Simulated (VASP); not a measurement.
Input of a VASP 6.6.1 run:

The input POSCAR:

```
GaP
1.0
    0.0000000000      2.7194361124      2.7194361124
    2.7194361124      0.0000000000      2.7194361124
    2.7194361124      2.7194361124      0.0000000000
Ga P
1 1
Direct
    0.0000000000      0.0000000000      0.0000000000
    0.7500000000      0.7500000000      0.7500000000
```

The input INCAR.step1:

```
PREC = Accurate
ENCUT = 520
ISMEAR = 0
SIGMA = 0.02
LREAL = F
LASPH = T
NELM = 80
NBANDS = 16
GGA = PE
ALGO = Normal
EDIFF = 1E-4
LWAVE = T
LCHARG = F
```

File INCAR.step2:

```
PREC = Accurate
ENCUT = 520
EDIFF = 1E-7
ISMEAR = 0
SIGMA = 0.02
LREAL = F
LASPH = T
NELM = 80
ALGO = Normal
ISIF = 2
LWAVE = F
LCHARG = T
METAGGA = R2SCAN
LMIXTAU = T
LELF = T
LVHAR = T
NBANDS = 16
ISTART = 1
```

File KPOINTS:

```
Automatic mesh
0
Gamma
  8 8 8
```

Potentials or basis: VASP PAW PBE potentials, release 64 (Ga_d, P).

Run with:

```console
$ cat potpaw_PBE.64/Ga_d/POTCAR potpaw_PBE.64/P/POTCAR > POTCAR
$ cp INCAR.step1 INCAR
$ mpirun -np 1 vasp_std > vasp.out
$ cp INCAR.step2 INCAR
$ mpirun -np 1 vasp_std > vasp.out
```

(1) Predict the band gap on the k mesh.

(2) Predict the pressure.

## Answers

(1) 1.89 eV, indirect (least direct gap 2.40 eV).

(2) 0.6 GPa.

Caveat: the PAW data sets were made with another functional, which shifts forces and pressure a little.
